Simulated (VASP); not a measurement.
Au, 1 atom in the cell. The structure is cubic, space group Fm-3m (No. 225). Conventional cell: a = 4.070 Å, b = 4.070 Å, c = 4.070 Å, α = 90.00°, β = 90.00°, γ = 90.00°. Within 3.8 Å of Au (site symmetry m-3m) lie 12 Au at 2.88 Å. 

| Property | Result |
| --- | --- |
| Program | VASP 6.6.1 |
| Task | relaxation of cell and atoms |
| Functional | PBEsol |
| Potentials or basis | VASP PAW PBE potentials, release 64 (Au) |
| Cutoff | 500 eV |
| k mesh | 10 × 10 × 10 |
| Occupations | gaussian, width 0.1 eV |
| Spin | no spin polarisation |
| Target pressure | 60 GPa |
| Dipole correction | no |
| Further INCAR settings | ALGO = Normal; EDIFF = 1e-07; IBRION = 2; EDIFFG = -0.01; NSW = 80; ISIF = 3 |

Potentials or basis: VASP PAW PBE potentials, release 64 (Au).

Command:

```sh
$ cat potpaw_PBE.64/Au/POTCAR > POTCAR
$ mpirun -np 1 vasp_std > vasp.out
```

Hardware: 1 thread of Intel Xeon 8259CL, on a shared host.

Task: Estimate the wall time of this run.

Result: Run time: 81 s on 1 thread of Intel Xeon 8259CL, on a shared host, peak memory 0.17 GiB. Counts: scf iterations 71, k points 47, ion steps 9.
